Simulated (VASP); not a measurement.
Here is a VASP 6.6.1 calculation.

File INCAR:

```
PREC = Accurate ; ENCUT = 520
EDIFF = 1E-6 ; ISMEAR = 0
SIGMA = 0.01 ; LREAL = F
LASPH = T ; NELM = 80
ALGO = Normal ; ISIF = 2
LWAVE = F ; LCHARG = F
GGA = PE ; NBANDS = 33
```

Contents of KPOINTS:

```
regular mesh
0
Gamma
  6 6 6
```

File POSCAR:

```
TiO2
1.0
   -1.8888992763      1.8888992763      4.7917248637
    1.8888992763     -1.8888992763      4.7917248637
    1.8888992763      1.8888992763     -4.7917248637
Ti O
2 4
Direct
    0.0000000000      0.0000000000      0.0000000000
    0.7500000000      0.2500000000      0.5000000000
    0.2072851857      0.2072851857      0.0000000000
    0.9572851857      0.4572851857      0.5000000000
    0.5427148143      0.0427148143      0.5000000000
    0.7927148143      0.7927148143      0.0000000000
```

Potentials or basis: VASP PAW PBE potentials, release 64 (Ti_sv, O).

Command:

```sh
$ cat potpaw_PBE.64/Ti_sv/POTCAR potpaw_PBE.64/O/POTCAR > POTCAR
$ mpirun -np 1 vasp_std > vasp.out
```

Question: Estimate the band gap on the k mesh.

Answer: 2.17 eV, indirect (least direct gap 2.46 eV).

Question: Predict the pressure.

Answer: 5.4 GPa.

Question: Estimate the largest force.

Answer: 0.106 eV/Å.

Stress tensor (GPa, compression positive):
```
5.22 0.00 0.00
0.00 5.22 0.00
0.00 0.00 5.71
```

A k mesh can miss the band edges. As with any semilocal functional, this PBE gap is likely too small.
